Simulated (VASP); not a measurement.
Here is a VASP 6.6.1 calculation.

File INCAR:

```
  ALGO = Normal
  EDIFF = 1E-6
  ENCUT = 520
  GGA = PE
  ISIF = 2
  ISMEAR = -1
  ISYM = 0
  LASPH = T
  LCHARG = F
  LREAL = Auto
  LWAVE = F
  NBANDS = 77
  NELM = 100
  PREC = Accurate
  SIGMA = 0.0552
```

File KPOINTS:

```
k-points
0
Gamma
  1 1 1
```

POSCAR

```
K7NaCl8
1.0
    8.0552110000      0.0523980000     -0.0749070000
    0.0523980000      8.1439380000      0.0866740000
   -0.0749070000      0.0866740000      8.1384140000
Na Cl K
1 8 7
Direct
    0.6295439604      0.3952995541      0.8742886582
    0.3786618253      0.5248407129      0.6556597363
    0.8754125450      0.4954163449      0.7180715814
    0.8085972165      0.8028763508      0.2470971724
    0.8974849745      0.3722378072      0.2775222012
    0.2532210390      0.9285916211      0.2759320524
    0.6728682211      0.0743950918      0.8472325713
    0.4019208380      0.4332435648      0.1006348081
    0.1083243425      0.9401867630      0.7652734924
    0.0745109875      0.6908253121      0.4721400019
    0.1195172718      0.2418224335      0.5442996587
    0.0205615913      0.6754870668      0.9888411970
    0.6428594783      0.1023327864      0.2160115083
    0.1290042770      0.2033927407      1.0141514626
    0.5930731233      0.6000984723      0.4300413316
    0.4663780577      0.8080457786      0.9025544070
```

Potentials or basis: VASP PAW PBE potentials, release 64 (Na_pv, Cl, K_sv).

Run with:

```sh
$ cat potpaw_PBE.64/Na_pv/POTCAR potpaw_PBE.64/Cl/POTCAR potpaw_PBE.64/K_sv/POTCAR > POTCAR
$ mpirun -np 1 vasp_gam > vasp.out
```

Question: What does it give for the largest force?

Answer: 1.308 eV/Å.

Question: Predict the pressure.

Answer: 1.8 GPa.

Forces in eV/Å, atoms in the order of the input:
```
Na  -0.388 -0.367 -0.046
Cl  -0.897 -0.352  0.885
Cl   0.129  0.020 -0.054
Cl  -0.095  0.031 -0.265
Cl   0.097 -0.137 -0.320
Cl   0.563  0.372 -0.364
Cl   0.121  0.390  0.000
Cl   0.096  0.193  0.238
Cl   0.351  0.062 -0.153
K    0.083  0.039  0.234
K    0.092 -0.232 -0.074
K    0.183 -0.012  0.361
K   -0.388  0.508  0.170
K   -0.219 -0.134  0.237
K    0.697 -0.060 -0.973
K   -0.424 -0.322  0.126
```

Caveat: the k points lie up to 0.78 Å⁻¹ apart.
